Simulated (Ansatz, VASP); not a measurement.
# BAs in VASP and in Ansatz

```
B As
1.0
     0.00000    2.38500    2.38500
     2.38500    0.00000    2.38500
     2.38500    2.38500    0.00000
B As
1 1
Direct
  0.00000 0.00000 0.00000
  0.25000 0.25000 0.25000
```

Alike in both runs: task relaxation of cell and atoms; functional PBE; k mesh 10 × 10 × 10; occupations gaussian, width 0.02 eV; no spin polarisation.

|  | VASP | Ansatz |
| --- | --- | --- |
| version | VASP 6.6.1 | Ansatz 0.2.0 |
| potentials or method | VASP PAW PBE potentials, release 64 (B, As), cutoff 500 eV | scalar-relativistic, plane waves, PAW |
| valence electrons in the cell | 8 | 18 |

|  | VASP | Ansatz | Ansatz less VASP |
| --- | --- | --- | --- |
| gap on the k mesh at the Fermi level, each at its own relaxed structure (eV) | 1.20 | 1.20 | +0.004 |
| relaxed volume (Å³/atom) | 13.97 | 13.90 | -0.065 |
| relaxed cell length with the largest relative difference (Å) | 3.406 | 3.401 | -0.0053 |

VASP's potentials hold 8 valence electrons a cell and Ansatz's 18, so a difference there can come from the potentials and not from the codes.
